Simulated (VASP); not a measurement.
Input of a VASP 6.6.1 run:

Contents of INCAR:

```
PREC = Accurate
ENCUT = 500
EDIFF = 1E-6
ISMEAR = 0
SIGMA = 0.02
LREAL = F
LASPH = T
NELM = 120
ALGO = Normal
ISIF = 2
LWAVE = F
LCHARG = F
GGA = PS
NBANDS = 10
GGA_COMPAT = F
```

Contents of KPOINTS:

```
regular mesh
0
Gamma
  8 8 4
```

POSCAR

```
H
1.0
    1.5972625192     -2.6564302193      0.0000000000
    1.5972625192      2.6564302193      0.0000000000
    0.0000000000      0.0000000000      5.9392358655
H
4
Direct
    0.5683690730      0.4316309270      1.0090056027
    0.4316309270      0.5683690730     -0.0090056027
    0.4316309270      0.5683690730      0.5090056027
    0.5683690730      0.4316309270      0.4909943973
```

Potentials or basis: VASP PAW PBE potentials, release 64 (H).

Command:

```sh
$ cat potpaw_PBE.64/H/POTCAR > POTCAR
$ mpirun -np 1 vasp_std > vasp.out
```

Task: Estimate the pressure.

Result: 1.4 GPa.

Task: What does it give for the band gap on the k mesh?

Result: 7.94 eV.

Stress tensor (GPa, compression positive):
```
0.02 0.00 0.00
0.00 3.85 0.00
0.00 0.00 0.30
```

Caveat: the cell differs from its parent crystal (functional PBEsol, strained); the PAW data sets were made with another functional, which shifts forces and pressure a little. A k mesh can miss the band edges.
